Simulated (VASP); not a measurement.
Wanted: the native input for a VASP 6.6.1 run.

* Task: single point
* Functional: r2SCAN
* Dispersion: rVV10
* Potentials or basis: VASP PAW PBE potentials, release 64 (Cd, F)
* Cutoff: 520 eV
* k mesh: 10 × 10 × 10
* Occupations: fermi-dirac, width 0.03 eV
* Spin: no spin polarisation
* Dipole correction: no
* Further INCAR settings: ALGO = Normal; EDIFF = 1e-06; NBANDS = 20

CdF2:

```
Cd F
1.0
     0.00000    2.68293    2.68293
     2.68293    0.00000    2.68293
     2.68293    2.68293    0.00000
Cd F
1 2
Direct
  0.00000 0.00000 0.00000
  0.25000 0.25000 0.25000
  0.75000 0.75000 0.75000
```

The input as run:

POSCAR

```
CdF2
1.0
    0.0000000000      2.6829270760      2.6829270760
    2.6829270760      0.0000000000      2.6829270760
    2.6829270760      2.6829270760      0.0000000000
Cd F
1 2
Direct
    0.0000000000      0.0000000000      0.0000000000
    0.2500000000      0.2500000000      0.2500000000
    0.7500000000      0.7500000000      0.7500000000
```

INCAR.step1

```
PREC = Accurate
ENCUT = 520
ISMEAR = -1
SIGMA = 0.03
LREAL = F
LASPH = T
NELM = 100
NBANDS = 20
GGA = PE
ALGO = Normal
EDIFF = 1E-4
LWAVE = T
LCHARG = F
```

INCAR.step2

```
PREC = Accurate
ENCUT = 520
EDIFF = 1E-6
ISMEAR = -1
SIGMA = 0.03
LREAL = F
LASPH = T
NELM = 100
ALGO = Normal
ISIF = 2
LWAVE = F
LCHARG = T
METAGGA = R2SCAN
LMIXTAU = T
LUSE_VDW = T
IVDW_NL = 2
BPARAM = 11.95
CPARAM = 0.0093
LELF = T
LVHAR = T
NBANDS = 20
ISTART = 1
```

KPOINTS

```
regular mesh
0
Gamma
  10 10 10
```

Potentials or basis: VASP PAW PBE potentials, release 64 (Cd, F).

The run is started by

```bash
$ cat potpaw_PBE.64/Cd/POTCAR potpaw_PBE.64/F/POTCAR > POTCAR
$ cp INCAR.step1 INCAR
$ mpirun -np 1 vasp_std > vasp.out
$ cp INCAR.step2 INCAR
$ mpirun -np 1 vasp_std > vasp.out
```

Results of the run:

```yaml
Pressure: 1.1 GPa
Band_gap_on_the_k_mesh: 3.73 eV (least direct gap 4.21 eV)
```

Caveat: the PAW data sets were made with another functional, which shifts forces and pressure a little.

Run time: 2.8 min on 1 thread of Intel Xeon 8259CL, on a shared host, peak memory 0.28 GiB.
